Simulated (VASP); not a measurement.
Crystal: ScInSbP3.

```xyz
6
Lattice="4.8486 0.0000 0.0000 -2.4243 4.1990 0.0000 0.0000 0.0000 7.1324" Properties=species:S:1:pos:R:3 pbc="T T T"
Sc    0.0000    2.7994    3.5662
In    0.0000    0.0000    3.5662
Sb    0.0000    2.7994    0.0000
P     2.4243    1.3997    1.2015
P     2.4243    1.3997    5.9309
P     2.4243    1.3997    3.5662
```

The cell was generated, and may not be a known phase.

- Program: VASP 6.6.1
- Task: relaxation of cell and atoms
- Functional: PBE
- Potentials or basis: VASP PAW PBE potentials, release 64 (Sc_sv, In_d, Sb, P)
- Cutoff: 600 eV
- k mesh: 6 × 6 × 4
- Occupations: gaussian, width 0.1 eV
- Spin: no spin polarisation

At the start: pressure -0.6 GPa; volume 24.20 Å³/atom.

Question: Where does the relaxation end?

Answer: Over 8 steps the energy falls by 30.1 meV/atom and the volume is 24.12 Å³/atom (-0.3 %); space group P-6m2 (No. 187, to 0.1 Å) before and after.

The path:
```tsv
step	energy change (eV)	largest force (eV/Å)	pressure (GPa)	volume (Å³)
1	0.0000	0.2543	-0.64	145.21
2	-0.1324	0.0337	0.16	143.09
3	-0.1603	0.3427	1.27	141.38
4	-0.1625	0.2642	0.96	141.80
5	-0.1626	0.2802	1.03	141.72
6	-0.1788	0.1465	-0.04	144.82
7	-0.1788	0.1520	0.00	144.71
8	-0.1806	0.0295	-0.08	144.72
```

Final structure:
```yaml
crystal:
  lattice:
    - [4.97750, 0.00000, 0.00000]
    - [-2.48875, 4.31064, 0.00000]
    - [0.00000, 0.00000, 6.74510]
  atoms:
    - { symbol: Sc, position: [0.33333, 0.66667, 0.50000] }
    - { symbol: In, position: [0.00000, 0.00000, 0.50000] }
    - { symbol: Sb, position: [0.33333, 0.66667, 0.00000] }
    - { symbol: P, position: [0.66667, 0.33333, 0.16820] }
    - { symbol: P, position: [0.66667, 0.33333, 0.83180] }
    - { symbol: P, position: [0.66667, 0.33333, 0.50000] }
```
